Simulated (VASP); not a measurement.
# Li (P1) in VASP: single point with PBE

Aim: the single point of Li with PBE.

All numbers are computed with VASP 6.6.1; they aren't measurements. Logs are shortened: lines on timing, memory, paths and dates and some standing lists are left out, and cuts for length are marked.

## Step 1: The cell of the first run

The typed cell holds 4 atoms: a = 3.180 Å, b = 5.072 Å, c = 5.086 Å, α = 80.27°, β = 90.00°, γ = 89.98°.

## Step 2: Single point, PBE

The input, INCAR:

```
SYSTEM = Li
  PREC = Accurate
  ENCUT = 520
  EDIFF = 1E-6
  ISMEAR = 0
  SIGMA = 0.2
  LREAL = .FALSE.
  LASPH = .TRUE.
  NELM = 80
  ALGO = Normal
  ISIF = 2
  LWAVE = .FALSE.
  LCHARG = .FALSE.
  GGA = PE
  NBANDS = 14
```

The input, KPOINTS:

```
regular mesh
0
G
  8 4 4
  0 0 0
```

The input, POSCAR:

```
Li
1.0
    0.0021522074     -0.0027097934      3.1804408155
    5.0546616352      0.4173300983     -0.0008875363
    0.4437811156      5.0663898251      0.0038064408
Li
4
Direct
    0.4998223271      0.7497287786      0.2804967674
    0.0004432585      0.7490063547      0.7813547222
    0.9995756543      0.2511969587      0.2189137164
    0.5001587603      0.2500679080      0.7192347939
```

Potentials or basis: VASP PAW PBE potentials, release 64 (Li_sv).

Launch:

```
$ cat potpaw_PBE.64/Li_sv/POTCAR > POTCAR
$ mpirun -np 1 vasp_std > vasp.out
```

OUTCAR:

```text
SYSTEM = Li
   PREC = Accurate
   ENCUT = 520
   EDIFF = 1E-6
   ISMEAR = 0
   LREAL = .FALSE.
   LASPH = .TRUE.
   NELM = 80
   ISIF = 2
   GGA = PE

 ion  position               nearest neighbor table
   1  0.500  0.750  0.280-
   2  0.000  0.749  0.781-
   3  1.000  0.251  0.219-
   4  0.500  0.250  0.719-

  LATTYP: Found a triclinic cell.
 ALAT       =     5.9854101873
 B/A-ratio  =     0.5313658711
 C/A-ratio  =     0.8496978566
 COS(alpha) =     0.0000412735
 COS(beta)  =     0.1431704067
 COS(gamma) =     0.5310020892

  Lattice vectors:

 A1 = (   5.0525094278,   0.4200398917,  -3.1813283518)
 A2 = (  -0.0021522074,   0.0027097934,  -3.1804408155)
 A3 = (   0.4437811156,   5.0663898251,   0.0038064408)

Analysis of symmetry for initial positions (statically):
=====================================================================
 Subroutine PRICEL returns:
 Original cell was already a primitive cell.

 Routine SETGRP: Setting up the symmetry group for a
 triclinic supercell.

 Subroutine GETGRP returns: Found  1 space group operations
 (whereof  1 operations were pure point group operations)
 out of a pool of  2 trial point group operations.

The static configuration has the point symmetry C_1 .

Analysis of symmetry for dynamics (positions and initial velocities):
=====================================================================
 Subroutine PRICEL returns:
 Original cell was already a primitive cell.

 Routine SETGRP: Setting up the symmetry group for a
 triclinic supercell.

 Subroutine GETGRP returns: Found  1 space group operations
 (whereof  1 operations were pure point group operations)
 out of a pool of  2 trial point group operations.

The dynamic configuration has the point symmetry C_1 .

 Subroutine INISYM returns: Found  1 space group operations
 (whereof  1 operations are pure point group operations),
 and found     1 'primitive' translations

----------------------------------------------------------------------------------------

                                     Primitive cell

  volume of cell :      80.8586

  direct lattice vectors                    reciprocal lattice vectors
     0.002152207 -0.002709793  3.180440815     0.000075257 -0.000242821  0.314421565
     5.054661635  0.417330098 -0.000887536     0.199278323 -0.017455306 -0.000149724
     0.443781116  5.066389825  0.003806441    -0.016414970  0.198816909  0.000180504

  length of vectors
     3.180442698  5.071860551  5.085790207     0.314421668  0.200041396  0.199493477

  position of ions in fractional coordinates (direct lattice)
     0.499822327  0.749728779  0.280496767
     0.000443258  0.749006355  0.781354722
     0.999575654  0.251196959  0.218913716
     0.500158760  0.250067908  0.719234794

  ion indices of the primitive-cell ions
   primitive index   ion index
                 1           1
                 2           2
                 3           3
                 4           4

----------------------------------------------------------------------------------------

 KPOINTS: regular mesh

Automatic generation of k-mesh.
 Grid dimensions read from file:
 generate k-points for:    8    4    4

 Generating k-lattice:

  Cartesian coordinates                     Fractional coordinates (reciprocal lattice)
     0.000009407 -0.000030353  0.039302696     0.125000000  0.000000000 -0.000000000
     0.049819581 -0.004363827 -0.000037431    -0.000000000  0.250000000 -0.000000000
    -0.004103743  0.049704227  0.000045126     0.000000000  0.000000000  0.250000000

  Length of vectors
     0.039302709  0.050010349  0.049873369

  Shift w.r.t. Gamma in fractional coordinates (k-lattice)
     0.000000000  0.000000000  0.000000000

 Subroutine IBZKPT returns following result:
 ===========================================

 Found     68 irreducible k-points:

 Following reciprocal coordinates:
            Coordinates               Weight
  0.000000  0.000000  0.000000      1.000000
  0.125000 -0.000000 -0.000000      2.000000
  0.250000 -0.000000 -0.000000      2.000000
  0.375000 -0.000000 -0.000000      2.000000
  0.500000 -0.000000 -0.000000      1.000000
  0.000000  0.250000 -0.000000      2.000000
[... 16 lines left out ...]
  0.500000 -0.000000  0.250000      2.000000
 -0.375000 -0.000000  0.250000      2.000000
 [... further k-points ...]
   k-points           NKPTS =     68   k-points in BZ     NKDIM =     68   number of bands    NBANDS=     14
   number of dos      NEDOS =    301   number of ions     NIONS =      4
   total plane-waves  NPLWV =  38400
   dimension x,y,z NGX =    24 NGY =   40 NGZ =   40
   dimension x,y,z NGXF=    48 NGYF=   80 NGZF=   80
   ions per type =               4
   NGX,Y,Z   is equivalent  to a cutoff of  12.55, 13.11, 13.08 a.u.
   NGXF,Y,Z  is equivalent  to a cutoff of  25.09, 26.22, 26.15 a.u.
 SYSTEM =  Li
   PREC   = accura    normal or accurate (medium, high low for compatibility)
   ISTART =      0    job   : 0-new  1-cont  2-samecut
   ICHARG =      2    charge: 1-file 2-atom 10-const
   ISPIN  =      1    spin polarized calculation?
   LNONCOLLINEAR =      F non collinear calculations
   LSORBIT =      F    spin-orbit coupling
   LASPH  =      T    aspherical Exc in radial PAW
   ENCUT  =  520.0 eV  38.22 Ry    6.18 a.u.   5.91  9.43  9.46*2*pi/ulx,y,z
   NELM   =     80;   NELMIN=  2; NELMDL= -5     # of ELM steps
   EDIFF  = 0.1E-05   stopping-criterion for ELM
   LREAL  =      F    real-space projection
   EDIFFG = 0.1E-04   stopping-criterion for IOM
   NSW    =      0    number of steps for IOM
   IBRION =     -1    ionic relax: 0-MD 1-quasi-New 2-CG
   NFREE  =      0    steps in history (QN), initial steepest desc. (CG)
   ISIF   =      2    stress and relaxation
   ISYM   =      2    0-nonsym 1-usesym 2-fastsym
   POTIM  = 0.5000    time-step for ionic-motion
   TEBEG  =    0.0;   TEEND  =   0.0 temperature during run
   PSTRESS=    0.0 pullay stress
   NELECT =      12.0000    total number of electrons
   NUPDOWN=      -1.0000    fix difference up-down
   EMIN   =  10.00;   EMAX   =-10.00  energy-range for DOS
   EFERMI =   0.00;   METHOD = LEGACY
   ISMEAR =     0;   SIGMA  =   0.20  broadening in eV -4-tet -1-fermi 0-gaus
   EFERMI_NEDOS =   21; number of points for ismear=-14 and -15
   IALGO  =     38    algorithm
   IMIX   =      4    mixing-type and parameters
     AMIX     =   0.40;   BMIX     =  1.00
     AMIX_MAG =   1.60;   BMIX_MAG =  1.00
  volume/ion in A,a.u.               =      20.21       136.42
  Fermi-wavevector in a.u.,A,eV,Ry     =   0.866749  1.637918 10.221422  0.751253
  Thomas-Fermi vector in A             =   1.985183
   LORBIT       =      0    0 simple, 1 ext, 2 COOP (PROOUT), +10 PAW based schemes
   GGA     = PE    functional components
   LHFCALC =     F    Hartree Fock is set to
   AEXX    =    0.0000 exact exchange contribution
   IVDW    =     0    specifies the selected vdW correction
   LEPSILON=     F    determine dielectric tensor
   LRPA    =     F    only Hartree local field effects (RPA)
 non-spin polarized calculation
 Gauss-broadening in eV      SIGMA  =   0.20
  energy-cutoff  :      520.00
  volume of cell :       80.86
 maximum number of plane-waves:      2218
   NGX = 11   NGY = 19   NGZ = 19

 number of electron      11.9999976 magnetization

 Free energy of the ion-electron system (eV)
  ---------------------------------------------------
  ext. energy  EPLUGINS =         0.00000000
  ---------------------------------------------------
  free energy    TOTEN  =        -7.66342349 eV

  energy without entropy =       -7.64225792  energy(sigma->0) =       -7.65284071

 E-fermi :   0.6040     XC(G=0):  -7.0509

 val. band max:        0.4730254911   @ k =   0.5000  -0.2500   0.2500
 cond. band min:       0.6064544656   @ k =   0.0000   0.0000   0.0000
 fundamental gap:      0.1334289746
 Fermi energy:         0.6039831344

 k-point     1 :       0.0000    0.0000    0.0000
  band No.  band energies     occupation
      1     -45.8939      2.00000
      2     -45.8754      2.00000
      3     -45.8749      2.00000
      4     -45.8643      2.00000
      5      -2.9307      2.00000
      6       0.6065      0.98606
      7       0.6403      0.79711
      8       3.0767      0.00000
      9       3.5531      0.00000
     10       4.1392      0.00000
     11       6.7011      0.00000
     12       7.4769      0.00000
     13       8.0004      0.00000
     14       9.7597      0.00000

 k-point     2 :       0.1250   -0.0000   -0.0000
  band No.  band energies     occupation
      1     -45.8922      2.00000
      2     -45.8749      2.00000
      3     -45.8744      2.00000
      4     -45.8649      2.00000
      5      -2.7585      2.00000
      6       0.8350      0.10237
      7       0.8674      0.06247
      8       3.2031      0.00000
      9       3.6019      0.00000
     10       4.2985      0.00000
     11       5.6363      0.00000
     12       7.4156      0.00000
     13       7.6634      0.00000
     14      11.4545      0.00000

 k-point     3 :       0.2500   -0.0000   -0.0000
  band No.  band energies     occupation
      1     -45.8877      2.00000
      2     -45.8736      2.00000
      3     -45.8732      2.00000
      4     -45.8668      2.00000
      5      -2.2395      2.00000
      6       1.5195      0.00000
      7       1.5441      0.00000
      8       3.4464      0.00000
      9       3.4991      0.00000
     10       3.7298      0.00000
     11       4.8303      0.00000
     12       7.8176      0.00000
     13       8.1972      0.00000
     14       8.7714      0.00000
[... 324 lines left out ...]
 k-point    23 :       0.5000   -0.0000    0.2500
  band No.  band energies     occupation
      1     -45.8751      2.00000
      2     -45.8749      2.00000
      3     -45.8719      2.00000
      4     -45.8716      2.00000
      5       0.1140      1.99947
      6       0.1148      1.99946
      7       2.2586      0.00000
      8       2.2606      0.00000
      9       4.4776      0.00000
     10       4.4805      0.00000
     11       6.3635      0.00000
     12       6.3672      0.00000
     13       6.6014      0.00000
     14       6.6059      0.00000

 k-point    24 :      -0.3750   -0.0000    0.2500
  band No.  band energies     occupation
      1     -45.8802      2.00000
      2     -45.8736      2.00000
      3     -45.8717      2.00000
      4     -45.8702      2.00000
      5      -1.0955      2.00000
      6       1.0856      0.00066
      7       1.7343      0.00000
      8       2.8653      0.00000
      9       3.3547      0.00000
     10       5.1082      0.00000
     11       5.7397      0.00000
     12       6.6972      0.00000
     13       6.8353      0.00000
     14       7.8024      0.00000

 [... further k-points ...]

------------------------ aborting loop because EDIFF is reached ----------------------------------------

  FORCE on cell =-STRESS in cart. coord.  units (eV):
  Direction    XX          YY          ZZ          XY          YZ          ZX
  --------------------------------------------------------------------------------------
  -------------------------------------------------------------------------------------
  Total       -0.0124977     -0.0142346     -0.0310128     -0.0123734      0.0000350     -0.0026410
  in kB       -0.2476371     -0.2820514     -0.6145055     -0.2451740      0.0006927     -0.0523301
  external PRESSURE =      -0.3813980 kB  Pullay stress =       0.0000000 kB

 VOLUME and BASIS-vectors are now :
 -----------------------------------------------------------------------------
  energy-cutoff  :      520.00
  volume of cell :       80.86
      direct lattice vectors                 reciprocal lattice vectors
     0.002152207 -0.002709793  3.180440815     0.000075257 -0.000242821  0.314421565
     5.054661635  0.417330098 -0.000887536     0.199278323 -0.017455306 -0.000149724
     0.443781116  5.066389825  0.003806441    -0.016414970  0.198816909  0.000180504

 POSITION                                       TOTAL-FORCE (eV/Angst)
 -----------------------------------------------------------------------------------
      3.91518      1.73264      1.59006         0.003031     -0.004460      0.000481
      4.13273      4.27123      0.00372         0.000724     -0.016184     -0.000796
      1.36902      1.21123      3.17970        -0.004484      0.011727      0.000691
      1.58427      3.74693      1.59324         0.000729      0.008917     -0.000377
 -----------------------------------------------------------------------------------
    total drift:                                0.000082      0.000010     -0.000001

  FREE ENERGIE OF THE ION-ELECTRON SYSTEM (eV)
  ---------------------------------------------------
  free  energy   TOTEN  =        -7.6634234927 eV

  energy  without entropy=       -7.6422579210  energy(sigma->0) =       -7.65284071
```

Run time: 41 s. Hardware: 1 thread of Intel Xeon 6975P-C, shared host; peak memory 0.2 GiB.

What came out:

```yaml
Free_energy: -7.6634 eV
Largest_force: 0.016 eV/Å
Band_gap_on_the_k_mesh: zero (band 6 reaches 1.52 eV, above the bottom of band 7 at -0.44 eV)
```

Forces on the atoms (eV/Å):
```
Li   0.003 -0.004  0.000
Li   0.001 -0.016 -0.001
Li  -0.004  0.012  0.001
Li   0.001  0.009  0.000
```

Caveat: the cutoff is under 1.25 times the usual one of these potentials, so pressure, stress and relaxed cells hold a basis-set (Pulay) error.
